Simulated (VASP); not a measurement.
Crystal: NbBiF.

```
Nb Bi F
1.0
     3.74830    0.00000    0.00000
     0.00000    3.78730    0.00000
     0.00000    0.00000    3.86632
Nb Bi F
1 1 1
Cartesian
  1.8741 1.8937 0.0000
  0.0000 0.0000 0.0000
  1.8741 1.8937 1.9332
```

The cell was built from a structure type or drawn by symmetry, and may not be a known phase.

- Program: VASP 6.6.1
- Task: relaxation of cell and atoms
- Functional: PBE
- Potentials or basis: VASP PAW PBE potentials, release 64 (Nb_sv, Bi_d, F)
- Cutoff: 600 eV
- k mesh: 4 × 4 × 4
- Occupations: gaussian, width 0.1 eV
- Spin: no spin polarisation

At the start: pressure 30.2 GPa; volume 18.30 Å³/atom.

Problem. How do energy, volume and symmetry change on relaxing?

Solution. Over 7 steps the energy falls by 334.2 meV/atom and the volume is 22.55 Å³/atom (+23.3 %); space group P4/mmm (No. 123, to 0.1 Å) before and after.

Step by step:
| step | energy change (eV) | largest force (eV/Å) | pressure (GPa) | volume (Å³) |
| --- | --- | --- | --- | --- |
| 1 | 0.0000 | 0.0000 | 30.19 | 54.89 |
| 2 | -0.0176 | 0.0000 | -12.94 | 87.08 |
| 3 | -0.9925 | 0.0000 | -0.89 | 68.35 |
| 4 | -0.9943 | 0.0000 | -0.28 | 67.86 |
| 5 | -0.9944 | 0.0000 | 0.09 | 67.58 |
| 6 | -1.0022 | 0.0000 | 0.24 | 67.67 |
| 7 | -1.0027 | 0.0000 | 0.19 | 67.66 |

Final structure:
```
Nb Bi F
1.0
     4.04334    0.00000    0.00000
     0.00000    4.08799    0.00000
     0.00000    0.00000    4.09320
Nb Bi F
1 1 1
Direct
  0.50000 0.50000 0.00000
  0.00000 0.00000 0.00000
  0.50000 0.50000 0.50000
```

Caveat: the k points lie up to 0.39 Å⁻¹ apart in the final cell, too coarse for converged energies and pressures of a metal; the volume moved by over 15 % at a fixed basis, so the end points are rough; an odd number of electrons without spin polarisation forces a metal; a magnetic or distorted state may lie lower.
